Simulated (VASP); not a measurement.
MoS2: relaxation of cell and atoms with PBE exchange alone

MoS2:

```
Mo S
1.0
     3.22746    0.00000    0.00000
    -1.61373    2.79507    0.00000
     0.00000    0.00000    6.31247
Mo S
1 2
Direct
  0.00000 0.00000 0.50000
  0.66667 0.33333 0.74468
  0.33333 0.66667 0.25532
```

```
Program                : VASP 6.6.1
Task                   : relaxation of cell and atoms
Functional             : PBE exchange alone
Potentials or basis    : VASP PAW PBE potentials, release 64 (Mo_sv, S)
Cutoff                 : 600 eV
k mesh                 : 9 × 9 × 4
Occupations            : fermi-dirac, width 0.05 eV
Spin                   : no spin polarisation
Dipole correction      : no
Further INCAR settings : ALGO = Normal; EDIFF = 1e-06; IBRION = 2; EDIFFG = -0.01; NSW = 60; ISIF = 3
```

| Quantity | Value |
| --- | --- |
| Relaxed volume | 26.37 Å³/atom |
| Relaxed cell | a = 3.436 Å, b = 3.436 Å, c = 7.739 Å, α = 90.00°, β = 90.00°, γ = 120.00° |
| Space group after relaxing (to 0.1 Å) | P-3m1 (No. 164) |
| Energy gained by relaxing | 156.0 meV/atom |
| Ionic steps | 25 |
| Pressure after relaxing | 0.0 GPa |
| Largest force after relaxing | 0.004 eV/Å |
| Band gap on the k mesh | zero (bands 13 and 14 overlap by 0.91 eV) |

Forces in eV/Å, atoms in the order of the input:
```
Mo   0.000  0.000  0.000
S    0.000  0.000  0.004
S    0.000  0.000 -0.004
```

The path:
```csv
step,energy change (eV),largest force (eV/Å),pressure (GPa),volume (Å³)
1,0.0000,1.3044,16.54,56.94
2,0.1936,2.2227,-11.01,74.67
3,-0.3405,0.6612,0.16,63.89
4,-0.3410,0.6129,0.54,63.66
5,-0.3809,0.4262,0.32,64.85
6,-0.3997,0.0934,0.00,67.14
7,-0.4017,0.1724,0.06,66.60
8,-0.4100,0.1082,0.39,66.89
9,-0.4263,0.0931,1.42,67.75
10,-0.4198,0.5430,3.86,69.40
11,-0.4290,0.3153,2.59,68.54
12,-0.4309,0.3034,2.51,68.71
13,-0.4362,0.2704,2.27,69.21
14,-0.4451,0.2067,1.79,70.20
15,-0.4572,0.0866,0.94,72.20
16,-0.4655,0.1230,-0.33,76.22
17,-0.4655,0.1079,-0.27,75.96
18,-0.4652,0.0747,-0.07,75.35
19,-0.4654,0.0995,-0.20,75.79
20,-0.4659,0.0851,-0.14,75.96
21,-0.4668,0.0413,0.05,76.47
22,-0.4673,0.0508,0.45,77.49
23,-0.4674,0.0329,0.36,77.28
24,-0.4677,0.0244,0.27,77.74
25,-0.4681,0.0045,0.02,79.10
```

Final structure:
```
CELL_PARAMETERS angstrom
3.43558 0.00000 0.00000
-1.71779 2.97530 0.00000
0.00000 0.00000 7.73869
ATOMIC_POSITIONS crystal
Mo 0.00000 0.00000 0.50000
S 0.66667 0.33333 0.70064
S 0.33333 0.66667 0.29936
```

Levels at points of the mesh, in eV from the Fermi level:
| k point | band 11 | band 12 | band 13 | band 14 | band 15 | band 16 |
| --- | --- | --- | --- | --- | --- | --- |
| (0.00, 0.00, 0.00) | -0.79 | -0.79 | -0.58 | -0.58 | -0.32 | 2.86 |
| (0.00, 0.00, 0.50) | -0.79 | -0.79 | -0.58 | -0.58 | -0.09 | 2.87 |

Wall time 17 min on 1 thread of Intel Xeon 8259CL, on a shared host, peak memory 0.24 GiB.

Caveat: the volume moved by over 15 % at a fixed basis, so the end points are rough.
